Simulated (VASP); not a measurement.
# HfB2 in VASP: a series of runs

Runs on HfB2. Level: PBE. Tasks: single point.

Program: VASP 6.6.1. These are calculated values, not measurements. Logs are shortened: lines on timing, memory, paths and dates and some standing lists are left out, and cuts for length are marked.

### 1 The cell of the first run

Symmetry: P6/mmm, No. 191, hexagonal system. The conventional cell has a = 3.140 Å, b = 3.140 Å, c = 3.480 Å, α = 90.00°, β = 90.00°, γ = 120.00°. Within 3.3 Å of Hf (site symmetry 6/mmm) lie 12 B at 2.51 Å and 6 Hf at 3.14 Å. B (site symmetry -6m2) has 3 B at 1.81 Å within 2.4 Å.

### 2 Single point, PBE

Input file INCAR:

```
ALGO = Normal ; EDIFF = 1E-7
ENCUT = 520 ; GGA = PE
ISIF = 2 ; ISMEAR = 0
LASPH = True ; LCHARG = True
LELF = True ; LREAL = False
LVHAR = True ; LWAVE = False
NBANDS = 15 ; NELM = 60
PREC = Accurate ; SIGMA = 0.1
```

Input file KPOINTS:

```
k-points
0
Gamma
  13 13 10
```

Input file POSCAR:

```
HfB2
1.0
    3.1400000000      0.0000000000      0.0000000000
   -1.5700000000      2.7193200000      0.0000000000
    0.0000000000      0.0000000000      3.4800000000
Hf B
1 2
Direct
    0.0000000000      0.0000000000      0.0000000000
    0.3333333333      0.6666666667      0.5000000000
    0.6666666667      0.3333333333      0.5000000000
```

Potentials or basis: VASP PAW PBE potentials, release 64 (Hf_pv, B).

The run is started by

```sh
$ cat potpaw_PBE.64/Hf_pv/POTCAR potpaw_PBE.64/B/POTCAR > POTCAR
$ mpirun -np 1 vasp_std > vasp.out
```

OUTCAR:

```text
EDIFF = 1E-7
   ENCUT = 520
   GGA = PE
   ISIF = 2
   ISMEAR = 0
   LASPH = True
   LREAL = False
   NELM = 60
   PREC = Accurate

 ion  position               nearest neighbor table
   1  0.000  0.000  0.000-   2 2.51   3 2.51   2 2.51   3 2.51   3 2.51   3 2.51   2 2.51   2 2.51
                             3 2.51   3 2.51   2 2.51   2 2.51
   2  0.333  0.667  0.500-   3 1.81   3 1.81   3 1.81   1 2.51   1 2.51   1 2.51   1 2.51   1 2.51
                             1 2.51
   3  0.667  0.333  0.500-   2 1.81   2 1.81   2 1.81   1 2.51   1 2.51   1 2.51   1 2.51   1 2.51
                             1 2.51

  LATTYP: Found a hexagonal cell.
 ALAT       =     3.1400000000
 C/A-ratio  =     1.1082802548

  Lattice vectors:

 A1 = (   3.1400000000,   0.0000000000,   0.0000000000)
 A2 = (  -1.5700000000,   2.7193200000,   0.0000000000)
 A3 = (   0.0000000000,   0.0000000000,   3.4800000000)

Analysis of symmetry for initial positions (statically):
=====================================================================
 Subroutine PRICEL returns:
 Original cell was already a primitive cell.

 Routine SETGRP: Setting up the symmetry group for a
 hexagonal supercell.

 Subroutine GETGRP returns: Found 24 space group operations
 (whereof 24 operations were pure point group operations)
 out of a pool of 24 trial point group operations.

The static configuration has the point symmetry D_6h.

Analysis of symmetry for dynamics (positions and initial velocities):
=====================================================================
 Subroutine PRICEL returns:
 Original cell was already a primitive cell.

 Routine SETGRP: Setting up the symmetry group for a
 hexagonal supercell.

 Subroutine GETGRP returns: Found 24 space group operations
 (whereof 24 operations were pure point group operations)
 out of a pool of 24 trial point group operations.

The dynamic configuration has the point symmetry D_6h.

 Subroutine INISYM returns: Found 24 space group operations
 (whereof 24 operations are pure point group operations),
 and found     1 'primitive' translations

----------------------------------------------------------------------------------------

                                     Primitive cell

  volume of cell :      29.7146

  direct lattice vectors                    reciprocal lattice vectors
     3.140000000  0.000000000  0.000000000     0.318471338  0.183869497  0.000000000
    -1.570000000  2.719320000  0.000000000     0.000000000  0.367738994  0.000000000
     0.000000000  0.000000000  3.480000000     0.000000000  0.000000000  0.287356322

  length of vectors
     3.140000000  3.140000201  3.480000000     0.367739017  0.367738994  0.287356322

  position of ions in fractional coordinates (direct lattice)
     0.000000000  0.000000000  0.000000000
     0.333333333  0.666666667  0.500000000
     0.666666667  0.333333333  0.500000000

  ion indices of the primitive-cell ions
   primitive index   ion index
                 1           1
                 2           2
                 3           3

----------------------------------------------------------------------------------------

 KPOINTS: k-points

Automatic generation of k-mesh.
 Grid dimensions read from file:
 generate k-points for:   13   13   10

 Generating k-lattice:

  Cartesian coordinates                     Fractional coordinates (reciprocal lattice)
     0.024497795  0.014143807  0.000000000     0.076923077  0.000000000  0.000000000
     0.000000000  0.028287615  0.000000000     0.000000000  0.076923077  0.000000000
     0.000000000  0.000000000  0.028735632     0.000000000  0.000000000  0.100000000

  Length of vectors
     0.028287617  0.028287615  0.028735632

  Shift w.r.t. Gamma in fractional coordinates (k-lattice)
     0.000000000  0.000000000  0.000000000

 Subroutine IBZKPT returns following result:
 ===========================================

 Found    126 irreducible k-points:

 Following reciprocal coordinates:
            Coordinates               Weight
  0.000000  0.000000  0.000000      1.000000
  0.076923  0.000000  0.000000      6.000000
  0.153846  0.000000  0.000000      6.000000
  0.230769 -0.000000  0.000000      6.000000
  0.307692  0.000000  0.000000      6.000000
  0.384615 -0.000000  0.000000      6.000000
[... 16 lines left out ...]
  0.076923  0.000000  0.100000     12.000000
  0.153846  0.000000  0.100000     12.000000
 [... further k-points ...]
   k-points           NKPTS =    126   k-points in BZ     NKDIM =    126   number of bands    NBANDS=     15
   number of dos      NEDOS =    301   number of ions     NIONS =      3
   total plane-waves  NPLWV =  16128
   dimension x,y,z NGX =    24 NGY =   24 NGZ =   28
   dimension x,y,z NGXF=    48 NGYF=   48 NGZF=   56
   ions per type =               1   2
   NGX,Y,Z   is equivalent  to a cutoff of  12.71, 12.71, 13.38 a.u.
   NGXF,Y,Z  is equivalent  to a cutoff of  25.41, 25.41, 26.75 a.u.
 SYSTEM =  unknown system
   PREC   = accura    normal or accurate (medium, high low for compatibility)
   ISTART =      0    job   : 0-new  1-cont  2-samecut
   ICHARG =      2    charge: 1-file 2-atom 10-const
   ISPIN  =      1    spin polarized calculation?
   LNONCOLLINEAR =      F non collinear calculations
   LSORBIT =      F    spin-orbit coupling
   LASPH  =      T    aspherical Exc in radial PAW
   ENCUT  =  520.0 eV  38.22 Ry    6.18 a.u.   5.84  5.84  6.47*2*pi/ulx,y,z
   NELM   =     60;   NELMIN=  2; NELMDL= -5     # of ELM steps
   EDIFF  = 0.1E-06   stopping-criterion for ELM
   LREAL  =      F    real-space projection
   EDIFFG = 0.1E-05   stopping-criterion for IOM
   NSW    =      0    number of steps for IOM
   IBRION =     -1    ionic relax: 0-MD 1-quasi-New 2-CG
   NFREE  =      0    steps in history (QN), initial steepest desc. (CG)
   ISIF   =      2    stress and relaxation
   ISYM   =      2    0-nonsym 1-usesym 2-fastsym
   POTIM  = 0.5000    time-step for ionic-motion
   TEBEG  =    0.0;   TEEND  =   0.0 temperature during run
   PSTRESS=    0.0 pullay stress
   NELECT =      16.0000    total number of electrons
   NUPDOWN=      -1.0000    fix difference up-down
   EMIN   =  10.00;   EMAX   =-10.00  energy-range for DOS
   EFERMI =   0.00;   METHOD = LEGACY
   ISMEAR =     0;   SIGMA  =   0.10  broadening in eV -4-tet -1-fermi 0-gaus
   EFERMI_NEDOS =   21; number of points for ismear=-14 and -15
   IALGO  =     38    algorithm
   IMIX   =      4    mixing-type and parameters
     AMIX     =   0.40;   BMIX     =  1.00
     AMIX_MAG =   1.60;   BMIX_MAG =  1.00
  volume/ion in A,a.u.               =       9.90        66.84
  Fermi-wavevector in a.u.,A,eV,Ry     =   1.331860  2.516850 24.134692  1.773850
  Thomas-Fermi vector in A             =   2.460838
   LORBIT       =      0    0 simple, 1 ext, 2 COOP (PROOUT), +10 PAW based schemes
   GGA     = PE    functional components
   LHFCALC =     F    Hartree Fock is set to
   AEXX    =    0.0000 exact exchange contribution
   IVDW    =     0    specifies the selected vdW correction
   LEPSILON=     F    determine dielectric tensor
   LRPA    =     F    only Hartree local field effects (RPA)
 non-spin polarized calculation
 Gauss-broadening in eV      SIGMA  =   0.10
  energy-cutoff  :      520.00
  volume of cell :       29.71
 maximum number of plane-waves:       820
 NGX is ok and might be reduce to    24

 number of electron      15.9999998 magnetization

 Free energy of the ion-electron system (eV)
  ---------------------------------------------------
  ext. energy  EPLUGINS =         0.00000000
  ---------------------------------------------------
  free energy    TOTEN  =       -26.40182784 eV

  energy without entropy =      -26.40020656  energy(sigma->0) =      -26.40101720

 E-fermi :   7.8151     XC(G=0): -12.5966

 val. band max:        7.7911768426   @ k =   0.3077   0.1538   0.0000
 cond. band min:       7.8728744341   @ k =   0.0769   0.0769   0.3000
 fundamental gap:      0.0816975915
 Fermi energy:         7.8151170194

 k-point     1 :       0.0000    0.0000    0.0000
  band No.  band energies     occupation
      1     -22.9655      2.00000
      2     -22.4682      2.00000
      3     -22.4682      2.00000
      4      -6.0830      2.00000
      5       4.6667      2.00000
      6       4.7735      2.00000
      7       4.7736      2.00000
      8       4.8905      2.00000
      9      11.6958      0.00000
     10      11.6958      0.00000
     11      12.3313      0.00000
     12      12.3313      0.00000
     13      12.6617      0.00000
     14      12.6617      0.00000
     15      12.6655      0.00000

 k-point     2 :       0.0769    0.0000    0.0000
  band No.  band energies     occupation
      1     -22.9580      2.00000
      2     -22.5147      2.00000
      3     -22.4785      2.00000
      4      -5.9549      2.00000
      5       4.4060      2.00000
      6       4.7660      2.00000
      7       4.7791      2.00000
      8       4.7966      2.00000
      9      11.3147      0.00000
     10      11.6055      0.00000
     11      11.6957      0.00000
     12      11.8594      0.00000
     13      13.0907      0.00000
     14      13.4249      0.00000
     15      13.6703      0.00000

 k-point     3 :       0.1538    0.0000    0.0000
  band No.  band energies     occupation
      1     -22.9371      2.00000
      2     -22.6415      2.00000
      3     -22.5068      2.00000
      4      -5.5826      2.00000
      5       3.5087      2.00000
      6       4.5023      2.00000
      7       4.7241      2.00000
      8       5.1184      2.00000
      9      10.2551      0.00000
     10      11.3636      0.00000
     11      11.3685      0.00000
     12      12.0444      0.00000
     13      13.5874      0.00000
     14      14.5551      0.00000
     15      14.6380      0.00000

 k-point     4 :       0.2308   -0.0000    0.0000
  band No.  band energies     occupation
      1     -22.9075      2.00000
      2     -22.8152      2.00000
      3     -22.5465      2.00000
      4      -4.9970      2.00000
      5       2.3842      2.00000
      6       4.1722      2.00000
      7       4.6212      2.00000
      8       5.3926      2.00000
      9       9.7409      0.00000
     10      11.0617      0.00000
     11      11.5037      0.00000
     12      11.5972      0.00000
     13      13.7077      0.00000
     14      15.0749      0.00000
     15      16.2029      0.00000
[... 307 lines left out ...]
 k-point    22 :       0.0000    0.0000    0.1000
  band No.  band energies     occupation
      1     -22.9926      2.00000
      2     -22.4662      2.00000
      3     -22.4662      2.00000
      4      -5.9246      2.00000
      5       3.4931      2.00000
      6       4.8731      2.00000
      7       4.8731      2.00000
      8       6.0107      2.00000
      9      10.6503      0.00000
     10      10.6503      0.00000
     11      11.9891      0.00000
     12      11.9891      0.00000
     13      12.6728      0.00000
     14      13.9562      0.00000
     15      13.9562      0.00000

 k-point    23 :       0.0769    0.0000    0.1000
  band No.  band energies     occupation
      1     -22.9849      2.00000
      2     -22.5126      2.00000
      3     -22.4765      2.00000
      4      -5.7999      2.00000
      5       3.5463      2.00000
      6       4.4903      2.00000
      7       4.8462      2.00000
      8       5.9499      2.00000
      9      10.4546      0.00000
     10      10.4617      0.00000
     11      11.9843      0.00000
     12      12.1984      0.00000
     13      13.3040      0.00000
     14      13.7419      0.00000
     15      14.2422      0.00000

 k-point    24 :       0.1538    0.0000    0.1000
  band No.  band energies     occupation
      1     -22.9634      2.00000
      2     -22.6388      2.00000
      3     -22.5047      2.00000
      4      -5.4379      2.00000
      5       3.4560      2.00000
      6       3.7546      2.00000
      7       4.7490      2.00000
      8       5.8450      2.00000
      9       9.8640      0.00000
     10      10.2919      0.00000
     11      12.3296      0.00000
     12      12.4840      0.00000
     13      13.1861      0.00000
     14      14.5730      0.00000
     15      15.0619      0.00000

 [... further k-points ...]

------------------------ aborting loop because EDIFF is reached ----------------------------------------

  FORCE on cell =-STRESS in cart. coord.  units (eV):
  Direction    XX          YY          ZZ          XY          YZ          ZX
  --------------------------------------------------------------------------------------
  -------------------------------------------------------------------------------------
  Total        0.1627722      0.1627723      0.2260529      0.0000000      0.0000000      0.0000000
  in kB        8.7765070      8.7765085     12.1885315      0.0000000      0.0000000      0.0000000
  external PRESSURE =       9.9138490 kB  Pullay stress =       0.0000000 kB

 VOLUME and BASIS-vectors are now :
 -----------------------------------------------------------------------------
  energy-cutoff  :      520.00
  volume of cell :       29.71
      direct lattice vectors                 reciprocal lattice vectors
     3.140000000  0.000000000  0.000000000     0.318471338  0.183869497  0.000000000
    -1.570000000  2.719320000  0.000000000     0.000000000  0.367738994  0.000000000
     0.000000000  0.000000000  3.480000000     0.000000000  0.000000000  0.287356322

 POSITION                                       TOTAL-FORCE (eV/Angst)
 -----------------------------------------------------------------------------------
      0.00000      0.00000      0.00000        -0.000000      0.000000      0.000000
     -0.00000      1.81288      1.74000         0.000000     -0.000000      0.000000
      1.57000      0.90644      1.74000        -0.000000      0.000000      0.000000
 -----------------------------------------------------------------------------------
    total drift:                               -0.000000      0.000000      0.000000

  FREE ENERGIE OF THE ION-ELECTRON SYSTEM (eV)
  ---------------------------------------------------
  free  energy   TOTEN  =       -26.4018278431 eV

  energy  without entropy=      -26.4002065621  energy(sigma->0) =      -26.40101720
```

Run time: 16 s. Hardware: 1 thread of Intel Xeon 6975P-C (Granite Rapids), shared host; peak memory 0.18 GiB.

Results:

```
Free energy            : -26.4018 eV
Pressure               : 1.0 GPa
Band gap on the k mesh : zero (bands 8 and 9 overlap by 1.06 eV)
```

Caveat: spin-orbit coupling is left out, which moves the levels of the heavy elements.

### 3 Single point, PBE

This run uses another cell than the first one, of the same volume but with other edges.

Input file INCAR:

```
SYSTEM = HfB2
  ALGO = Normal
  EDIFF = 1E-6
  ENCUT = 520
  GGA = PE
  ISIF = 2
  ISMEAR = 0
  LASPH = .TRUE.
  LCHARG = .TRUE.
  LELF = .TRUE.
  LREAL = .FALSE.
  LVHAR = .TRUE.
  LWAVE = .FALSE.
  NBANDS = 15
  NELM = 100
  PREC = Accurate
  SIGMA = 0.1
```

Input file KPOINTS:

```
k-points
0
G
  13 13 10
  0 0 0
```

Input file POSCAR:

```
HfB2
1.0
    3.1400000000     -0.0785000000      0.0000000000
   -1.6379830000      2.7585700000      0.0000000000
    0.0000000000      0.0000000000      3.4800000000
Hf B
1 2
Direct
    0.0000000000      0.0000000000      0.0000000000
    0.3333333333      0.6666666667      0.5000000000
    0.6666666667      0.3333333333      0.5000000000
```

Potentials or basis: VASP PAW PBE potentials, release 64 (Hf_pv, B).

The run is started by

```sh
$ cat potpaw_PBE.64/Hf_pv/POTCAR potpaw_PBE.64/B/POTCAR > POTCAR
$ mpirun -np 1 vasp_std > vasp.out
```

Run time: 59 s. Hardware: 1 thread of Intel Xeon 6975P-C (Granite Rapids), shared host; peak memory 0.33 GiB.

Results (log left out):

- Free energy: -26.3388 eV
- Pressure: 1.6 GPa
- Largest force: 0.070 eV/Å
- Band gap on the k mesh: zero (bands 8 and 9 overlap by 1.17 eV)

Forces in eV/Å, atoms in the order of the input:
```
Hf   0.000  0.000  0.000
B   -0.060  0.035  0.000
B    0.060 -0.035  0.000
```

Stress tensor (GPa, compression positive):
```
 1.64 13.55  0.00
13.55  1.79  0.00
 0.00  0.00  1.47
```

Levels at points of the mesh, in eV from the Fermi level:
```csv
k point,band 4,band 5,band 6,band 7,band 8,band 9,band 10,band 11,band 12,band 13
"(0.00, 0.00, 0.00)",-13.84,-3.29,-3.07,-2.87,-2.69,3.77,4.04,4.23,4.31,4.82
"(0.00, 0.00, 0.50)",-11.44,-8.45,-1.41,-1.14,0.01,0.41,0.48,1.39,2.14,5.00
```

Caveat: spin-orbit coupling is left out, which moves the levels of the heavy elements.
